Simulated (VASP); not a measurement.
Set up this calculation in VASP 6.6.1, as the native input.

```yaml
Task: density of states
Functional: PBE
Potentials_or_basis: VASP PAW PBE potentials, release 64 (Hf_pv, N)
Cutoff: 520 eV
k_mesh: 14 × 14 × 14
Occupations: fermi-dirac, width 0.05 eV
Spin: no spin polarisation
Dipole_correction: no
k_mesh_for_the_DOS: 21 × 21 × 21
Occupations_for_the_DOS: tetrahedron
Further_INCAR_settings: ALGO = Normal; EDIFF = 1e-06
```

The system is HfN (CsCl type).

```xyz
2
Lattice="2.8251 0.0000 0.0000 0.0000 2.8251 0.0000 0.0000 0.0000 2.8251" Properties=species:S:1:pos:R:3 pbc="T T T"
Hf    0.0000    0.0000    0.0000
N     1.4126    1.4126    1.4126
```

The input as run:

POSCAR

```
HfN
1.0
    2.8251189566      0.0000000000      0.0000000000
    0.0000000000      2.8251189566      0.0000000000
    0.0000000000      0.0000000000      2.8251189566
Hf N
1 1
Direct
    0.0000000000      0.0000000000      0.0000000000
    0.5000000000      0.5000000000      0.5000000000
```

INCAR.step1

```
PREC = Accurate
ENCUT = 520
EDIFF = 1E-6
ISMEAR = -1
SIGMA = 0.05
LREAL = F
LASPH = T
NELM = 80
ALGO = Normal
ISIF = 2
LWAVE = F
LCHARG = T
LMAXMIX = 4
GGA = PE
NBANDS = 14
```

KPOINTS.step1

```
regular mesh
0
Gamma
  14 14 14
```

INCAR.step2

```
PREC = Accurate
ENCUT = 520
EDIFF = 1E-6
ISMEAR = -5
SIGMA = 0.05
LREAL = F
LASPH = T
NELM = 80
ALGO = Normal
ISIF = 2
LWAVE = F
LCHARG = F
LMAXMIX = 4
GGA = PE
LORBIT = 10
NEDOS = 1001
ICHARG = 11
```

KPOINTS.step2

```
regular mesh
0
Gamma
  21 21 21
```

Potentials or basis: VASP PAW PBE potentials, release 64 (Hf_pv, N).

The run is started by

```bash
$ cat potpaw_PBE.64/Hf_pv/POTCAR potpaw_PBE.64/N/POTCAR > POTCAR
$ cp INCAR.step1 INCAR
$ cp KPOINTS.step1 KPOINTS
$ mpirun -np 1 vasp_std > vasp.out
$ cp INCAR.step2 INCAR
$ cp KPOINTS.step2 KPOINTS
$ mpirun -np 1 vasp_std > vasp.out
```

Results of the run:

| Quantity | Value |
| --- | --- |
| Valence electrons inside the program's atomic spheres | Hf 8.56; N 3.67 |

Caveat: spin-orbit coupling is left out, which moves the levels of the heavy elements.

It took 39 s on 1 thread of Intel Xeon 6975P-C, with other jobs on the host, peak memory 0.2 GiB.
